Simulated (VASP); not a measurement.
# InP (rocksalt type) (Fm-3m) in VASP: further runs

InP (rocksalt type) is run at these levels: LDA; tasks: single point.

Everything below comes from runs of VASP 6.6.1. Logs are shortened: lines on timing, memory, paths and dates and some standing lists are left out, and cuts for length are marked.

## (1) The cell of the first run

Symmetry: Fm-3m, No. 225, cubic system. Conventional cell: a = 5.191 Å, b = 5.191 Å, c = 5.191 Å, α = 90.00°, β = 90.00°, γ = 90.00°. In (site symmetry m-3m) has 6 P at 2.60 Å within 3.4 Å. P (site symmetry m-3m) has 6 In at 2.60 Å within 3.4 Å.

## (2) Single point, LDA (17.48 Å³/atom)

Contents of INCAR:

```
SYSTEM = InP
PREC = Accurate ; ENCUT = 520
EDIFF = 1E-6 ; ISMEAR = -1
SIGMA = 0.05 ; LREAL = .False.
LASPH = .True. ; NELM = 100
ALGO = Normal ; ISIF = 2
LWAVE = .False. ; LCHARG = .False.
GGA = CA ; NBANDS = 16
```

Contents of KPOINTS:

```
regular mesh
0
Gamma
  14 14 14
  0 0 0
```

Contents of POSCAR:

```
InP
1.0
    0.0000000000      2.5953428999      2.5953428999
    2.5953428999      0.0000000000      2.5953428999
    2.5953428999      2.5953428999      0.0000000000
In P
1 1
Direct
    0.0000000000      0.0000000000      0.0000000000
    0.5000000000      0.5000000000      0.5000000000
```

Potentials or basis: VASP PAW LDA potentials, release 64 (In_d, P).

Run with:

```
$ cat potpaw_LDA.64/In_d/POTCAR potpaw_LDA.64/P/POTCAR > POTCAR
$ mpirun -np 1 vasp_std > vasp.out
```

OUTCAR:

```text
SYSTEM = InP
   PREC = Accurate
   ENCUT = 520
   EDIFF = 1E-6
   ISMEAR = -1
   LREAL = .False.
   LASPH = .True.
   NELM = 100
   ISIF = 2
   GGA = CA

 ion  position               nearest neighbor table
   1  0.000  0.000  0.000-   2 2.60   2 2.60   2 2.60   2 2.60   2 2.60   2 2.60
   2  0.500  0.500  0.500-   1 2.60   1 2.60   1 2.60   1 2.60   1 2.60   1 2.60

  LATTYP: Found a face centered cubic cell.
 ALAT       =     5.1906857998

  Lattice vectors:

 A1 = (   0.0000000000,   2.5953428999,   2.5953428999)
 A2 = (   2.5953428999,   0.0000000000,   2.5953428999)
 A3 = (   2.5953428999,   2.5953428999,   0.0000000000)

Analysis of symmetry for initial positions (statically):
=====================================================================
 Subroutine PRICEL returns:
 Original cell was already a primitive cell.

 Routine SETGRP: Setting up the symmetry group for a
 face centered cubic supercell.

 Subroutine GETGRP returns: Found 48 space group operations
 (whereof 48 operations were pure point group operations)
 out of a pool of 48 trial point group operations.

The static configuration has the point symmetry O_h .

Analysis of symmetry for dynamics (positions and initial velocities):
=====================================================================
 Subroutine PRICEL returns:
 Original cell was already a primitive cell.

 Routine SETGRP: Setting up the symmetry group for a
 face centered cubic supercell.

 Subroutine GETGRP returns: Found 48 space group operations
 (whereof 48 operations were pure point group operations)
 out of a pool of 48 trial point group operations.

The dynamic configuration has the point symmetry O_h .

 Subroutine INISYM returns: Found 48 space group operations
 (whereof 48 operations are pure point group operations),
 and found     1 'primitive' translations

----------------------------------------------------------------------------------------

                                     Primitive cell

  volume of cell :      34.9634

  direct lattice vectors                    reciprocal lattice vectors
     0.000000000  2.595342900  2.595342900    -0.192652770  0.192652770  0.192652770
     2.595342900  0.000000000  2.595342900     0.192652770 -0.192652770  0.192652770
     2.595342900  2.595342900  0.000000000     0.192652770  0.192652770 -0.192652770

  length of vectors
     3.670369128  3.670369128  3.670369128     0.333684387  0.333684387  0.333684387

[... 79 lines left out ...]
   NELM   =    100;   NELMIN=  2; NELMDL= -5     # of ELM steps
   EDIFF  = 0.1E-05   stopping-criterion for ELM
   LREAL  =      F    real-space projection
   EDIFFG = 0.1E-04   stopping-criterion for IOM
   NSW    =      0    number of steps for IOM
   IBRION =     -1    ionic relax: 0-MD 1-quasi-New 2-CG
   NFREE  =      0    steps in history (QN), initial steepest desc. (CG)
   ISIF   =      2    stress and relaxation
   ISYM   =      2    0-nonsym 1-usesym 2-fastsym
   POTIM  = 0.5000    time-step for ionic-motion
   TEBEG  =    0.0;   TEEND  =   0.0 temperature during run
   PSTRESS=    0.0 pullay stress
   NELECT =      18.0000    total number of electrons
   NUPDOWN=      -1.0000    fix difference up-down
   EMIN   =  10.00;   EMAX   =-10.00  energy-range for DOS
   EFERMI =   0.00;   METHOD = LEGACY
   ISMEAR =    -1;   SIGMA  =   0.05  broadening in eV -4-tet -1-fermi 0-gaus
   EFERMI_NEDOS =   21; number of points for ismear=-14 and -15
   IALGO  =     38    algorithm
   IMIX   =      4    mixing-type and parameters
     AMIX     =   0.40;   BMIX     =  1.00
     AMIX_MAG =   1.60;   BMIX_MAG =  1.00
  volume/ion in A,a.u.               =      17.48       117.97
  Fermi-wavevector in a.u.,A,eV,Ry     =   1.312082  2.479475 23.423229  1.721559
  Thomas-Fermi vector in A             =   2.442499
   LORBIT       =      0    0 simple, 1 ext, 2 COOP (PROOUT), +10 PAW based schemes
   GGA     = CA    functional components
   LHFCALC =     F    Hartree Fock is set to
   AEXX    =    0.0000 exact exchange contribution
   IVDW    =     0    specifies the selected vdW correction
   LEPSILON=     F    determine dielectric tensor
   LRPA    =     F    only Hartree local field effects (RPA)
 non-spin polarized calculation
  energy-cutoff  :      520.00
  volume of cell :       34.96
 maximum number of plane-waves:       960
   NGX = 13   NGY = 13   NGZ = 13

 number of electron      18.0000007 magnetization

 Free energy of the ion-electron system (eV)
  ---------------------------------------------------
  ext. energy  EPLUGINS =         0.00000000
  ---------------------------------------------------
  free energy    TOTEN  =        -9.11459330 eV

  energy without entropy =       -9.10652231  energy(sigma->0) =       -9.11055781

 E-fermi :   9.4843     XC(G=0): -11.5481

 val. band max:        9.4843348013   @ k =  -0.1429   0.0714   0.0000
 cond. band min:       9.5266585488   @ k =  -0.1429   0.2143   0.0714
 fundamental gap:      0.0423237475
 Fermi energy:         9.4843418699

 k-point     1 :       0.0000    0.0000    0.0000
  band No.  band energies     occupation
      1      -5.0244      2.00000
      2      -5.0244      2.00000
      3      -4.9867      2.00000
      4      -4.9867      2.00000
      5      -4.9867      2.00000
      6      -4.1371      2.00000
[... 433 lines left out ...]
      3      -5.0176      2.00000
      4      -4.9174      2.00000
      5      -4.8852      2.00000
      6      -2.9153      2.00000
[... 8 lines left out ...]
     15      20.1532      0.00000
     16      20.5223      0.00000

 [... further k-points ...]

------------------------ aborting loop because EDIFF is reached ----------------------------------------

  FORCE on cell =-STRESS in cart. coord.  units (eV):
  Direction    XX          YY          ZZ          XY          YZ          ZX
  --------------------------------------------------------------------------------------
  -------------------------------------------------------------------------------------
  Total        3.4042866      3.4042866      3.4042866     -0.0000000     -0.0000000      0.0000000
  in kB      155.9992326    155.9992326    155.9992326     -0.0000000     -0.0000000      0.0000000
  external PRESSURE =     155.9992326 kB  Pullay stress =       0.0000000 kB

 VOLUME and BASIS-vectors are now :
 -----------------------------------------------------------------------------
  energy-cutoff  :      520.00
  volume of cell :       34.96
      direct lattice vectors                 reciprocal lattice vectors
     0.000000000  2.595342900  2.595342900    -0.192652770  0.192652770  0.192652770
     2.595342900  0.000000000  2.595342900     0.192652770 -0.192652770  0.192652770
     2.595342900  2.595342900  0.000000000     0.192652770  0.192652770 -0.192652770

 POSITION                                       TOTAL-FORCE (eV/Angst)
 -----------------------------------------------------------------------------------
      0.00000      0.00000      0.00000         0.000000      0.000000      0.000000
      2.59534      2.59534      2.59534        -0.000000      0.000000     -0.000000
 -----------------------------------------------------------------------------------
    total drift:                               -0.000000      0.000000      0.000000

  FREE ENERGIE OF THE ION-ELECTRON SYSTEM (eV)
  ---------------------------------------------------
  free  energy   TOTEN  =        -9.1145933013 eV

  energy  without entropy=       -9.1065223130  energy(sigma->0) =       -9.11055781
```

OSZICAR:

```text
N       E                     dE             d eps       ncg     rms          rms(c)
DAV:   1     0.109228405817E+03    0.10923E+03   -0.85799E+03  3376   0.142E+03
DAV:   2    -0.310514448946E+01   -0.11233E+03   -0.10739E+03  3768   0.316E+02
DAV:   3    -0.934678019687E+01   -0.62416E+01   -0.61576E+01  4328   0.707E+01
DAV:   4    -0.948566619121E+01   -0.13889E+00   -0.13884E+00  4104   0.104E+01
DAV:   5    -0.949193688928E+01   -0.62707E-02   -0.62706E-02  4928   0.204E+00    0.699E+00
DAV:   6    -0.914874622975E+01    0.34319E+00   -0.53283E-01  5152   0.160E+01    0.402E+00
DAV:   7    -0.911964448719E+01    0.29102E-01   -0.95276E-02  5432   0.336E+00    0.145E+00
DAV:   8    -0.911486482379E+01    0.47797E-02   -0.82784E-03  4584   0.129E+00    0.361E-01
DAV:   9    -0.911459266155E+01    0.27216E-03   -0.55375E-04  5312   0.458E-01    0.167E-01
DAV:  10    -0.911459760679E+01   -0.49452E-05   -0.42208E-05  4184   0.577E-02    0.718E-02
DAV:  11    -0.911459399283E+01    0.36140E-05   -0.12281E-05  4512   0.501E-02    0.432E-02
DAV:  12    -0.911459330135E+01    0.69148E-06   -0.16276E-06  2848   0.137E-02
   1 F= -.91145933E+01 E0= -.91105578E+01  d E =-.807099E-02
```

stdout:

```text
POSCAR found type information on POSCAR InP
 POSCAR found :  2 types and       2 ions
 scaLAPACK will be used
 LDA part: xc-table for (Slater(with rela. corr.)+CA(PZ))
 , standard interpolation
 POSCAR, INCAR and KPOINTS ok, starting setup
 FFT: planning ... GRIDC
 FFT: planning ... GRID_SOFT
 FFT: planning ... GRID
 WAVECAR not read
 entering main loop
```

Wall time 86 s (1 thread of Intel Xeon 8259CL, shared host); peak memory 0.18 GiB.

What came out:

```yaml
Free_energy: -9.1146 eV
Pressure: 15.6 GPa
Band_gap_on_the_k_mesh: zero (bands 9 and 10 overlap by 2.83 eV)
```

Levels at points of the mesh, in eV from the Fermi level:
| k point | band 7 | band 8 | band 9 | band 10 | band 11 | band 12 |
| --- | --- | --- | --- | --- | --- | --- |
| (0.00, 0.00, 0.00) | -0.44 | -0.44 | -0.44 | 2.14 | 7.17 | 7.17 |
| (0.50, 0.00, 0.00) | -7.81 | 0.28 | 0.28 | 2.49 | 3.24 | 3.24 |
| (0.50, 0.50, 0.00) | -6.28 | -3.04 | -3.04 | -2.40 | 3.44 | 11.45 |

Caveat: the cell stands under pressure; spin-orbit coupling is left out, which moves the levels of the heavy elements.

## (3) Single point, LDA (18.67 Å³/atom)

This run uses another cell than the first one, of 18.67 Å³/atom.

Contents of INCAR:

```
SYSTEM = InP
  ALGO = Normal
  EDIFF = 1E-7
  ENCUT = 520
  ISIF = 2
  ISMEAR = -1
  LASPH = .TRUE.
  LCHARG = .FALSE.
  LREAL = .FALSE.
  LWAVE = .FALSE.
  NBANDS = 16
  NELM = 100
  PREC = Accurate
  SIGMA = 0.05
```

Contents of KPOINTS:

```
k-points
0
G
  14 14 14
  0 0 0
```

Contents of POSCAR:

```
InP
1.0
    0.0000000000      2.6530359768      2.6530359768
    2.6530359768      0.0000000000      2.6530359768
    2.6530359768      2.6530359768      0.0000000000
In P
1 1
Direct
    0.0000000000      0.0000000000      0.0000000000
    0.5000000000      0.5000000000      0.5000000000
```

Potentials or basis: VASP PAW LDA potentials, release 64 (In_d, P).

Run with:

```
$ cat potpaw_LDA.64/In_d/POTCAR potpaw_LDA.64/P/POTCAR > POTCAR
$ mpirun -np 1 vasp_std > vasp.out
```

Wall time 85 s (1 thread of Intel Xeon 8259CL, shared host); peak memory 0.18 GiB.

Results (log left out):

```yaml
Free_energy: -9.2765 eV
Pressure: 6.5 GPa
Band_gap_on_the_k_mesh: zero (bands 9 and 10 overlap by 2.88 eV)
```

Levels at points of the mesh, in eV from the Fermi level:
```
           k point  band 7  band 8  band 9  band 10  band 11  band 12
(0.00, 0.00, 0.00)   -0.36   -0.36   -0.36     1.50     7.17     7.17
(0.50, 0.00, 0.00)   -7.40    0.25    0.25     2.49     3.29     3.29
(0.50, 0.50, 0.00)   -5.79   -2.77   -2.77    -2.48     3.59    10.85
```

Caveat: the cell stands under pressure; spin-orbit coupling is left out, which moves the levels of the heavy elements.

## (4) Single point, LDA

This run uses another cell than the first one, of 19.87 Å³/atom.

Contents of INCAR:

```
SYSTEM = InP
  PREC = Accurate
  ENCUT = 520
  EDIFF = 1E-6
  ISMEAR = -1
  SIGMA = 0.05
  LREAL = .FALSE.
  LASPH = .TRUE.
  NELM = 80
  ALGO = Normal
  ISIF = 2
  LWAVE = .FALSE.
  LCHARG = .FALSE.
  NBANDS = 16
```

Contents of KPOINTS:

```
Automatic mesh
0
G
  14 14 14
  0 0 0
```

Contents of POSCAR:

```
InP
1.0
    0.0000000000      2.7083233961      2.7083233961
    2.7083233961      0.0000000000      2.7083233961
    2.7083233961      2.7083233961      0.0000000000
In P
1 1
Direct
    0.0000000000      0.0000000000      0.0000000000
    0.5000000000      0.5000000000      0.5000000000
```

Run with:

```
$ cat potpaw_LDA.64/In_d/POTCAR potpaw_LDA.64/P/POTCAR > POTCAR
$ mpirun -np 1 vasp_std > vasp.out
```

Wall time 93 s (1 thread of Intel Xeon 8259CL, shared host); peak memory 0.19 GiB.

Results (log left out):

* Free energy: -9.3240 eV
* Pressure: 0.1 GPa
* Band gap on the k mesh: zero (bands 9 and 10 overlap by 2.92 eV)

Levels at points of the mesh, in eV from the Fermi level:
```
           k point  band 5  band 6  band 7  band 8  band 9  band 10  band 11  band 12  band 13  band 14
(0.00, 0.00, 0.00)  -14.20  -12.49   -0.30   -0.30   -0.30     0.95     7.17     7.17     7.17     8.74
(0.50, 0.00, 0.00)  -14.09  -10.16   -7.04    0.23    0.23     2.47     3.33     3.33     5.62    11.42
(0.50, 0.50, 0.00)  -14.05   -8.83   -5.36   -2.55   -2.54    -2.54     3.73    10.30    10.30    10.61
```

Caveat: spin-orbit coupling is left out, which moves the levels of the heavy elements.

## (5) Overview

| cell | gap on the mesh (eV) | pressure (GPa) |
| --- | --- | --- |
| a = 3.670 Å, angles 60.0°, 2 atoms | none | 15.6 |
| a = 3.752 Å, angles 60.0°, 2 atoms | none | 6.5 |
| a = 3.830 Å, angles 60.0°, 2 atoms | none | 0.1 |

Alike in all rows: task single point; level LDA; potentials or basis VASP PAW LDA potentials, release 64 (In_d, P); no spin polarisation; k mesh 14 × 14 × 14; cutoff (eV) 520; smearing fermi-dirac 0.05 eV.

Caveats: spin-orbit coupling is left out, which moves the levels of the heavy elements; the cell stands under pressure (at least some runs).

Total energies depend on the potentials used, so only differences within one code and one set of settings carry meaning.
